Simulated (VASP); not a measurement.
BaTiO3: single point with LDA

Crystal: BaTiO3.

```
Ba Ti O
1.0
     4.00730    0.02004    0.02004
     0.02004    4.00730    0.02004
     0.02004    0.02004    4.00730
Ba Ti O
1 1 3
Direct
  0.50000 0.50000 0.50000
  0.00000 0.00000 0.00000
  0.50000 0.00000 0.00000
  0.00000 0.50000 0.00000
  0.00000 0.00000 0.50000
```

This cell differs from its parent crystal: equal xy, yz and zx shear strains of +1 %.

* Program: VASP 6.6.1
* Task: single point
* Functional: LDA
* Potentials or basis: VASP PAW LDA potentials, release 64 (Ba_sv, Ti_sv, O)
* Cutoff: 520 eV
* k mesh: 8 × 8 × 8
* Occupations: fermi-dirac, width 0.05 eV
* Spin: no spin polarisation
* Dipole correction: no
* Further INCAR settings: ALGO = Normal; EDIFF = 1e-06; NBANDS = 28

- Pressure: -7.4 GPa
- Band gap on the k mesh: 1.62 eV, indirect (least direct gap 1.75 eV)

Stress tensor (GPa, compression positive):
```
-7.43 -1.22 -1.22
-1.22 -7.43 -1.22
-1.22 -1.22 -7.43
```

Levels at points of the mesh, in eV from the valence-band top:
```
           k point  band 17  band 18  band 19  band 20  band 21  band 22  band 23  band 24
(0.00, 0.00, 0.00)    -1.08    -0.21    -0.12    -0.12     1.62     1.62     1.67     3.91
(0.50, 0.00, 0.00)    -1.89    -1.84    -0.78    -0.69     1.80     3.42     3.44     3.92
(0.50, 0.50, 0.00)    -1.75    -0.90    -0.86    -0.10     3.43     3.45     3.85     4.76
(0.50, 0.50, 0.50)    -2.39    -0.02     0.00     0.00     4.10     4.10     4.13     6.59
```

Run time: 2 min on 1 thread of Intel(R) Xeon(R) Platinum 8259CL CPU @ 2.50GHz (Skylake/Cascade Lake), with other jobs on the host, peak memory 0.23 GiB.

Caveat: the cell differs from its parent crystal (equal xy, yz and zx shear strains of +1 %); spin-orbit coupling is left out, which moves the levels of the heavy elements. A k mesh can miss the band edges.
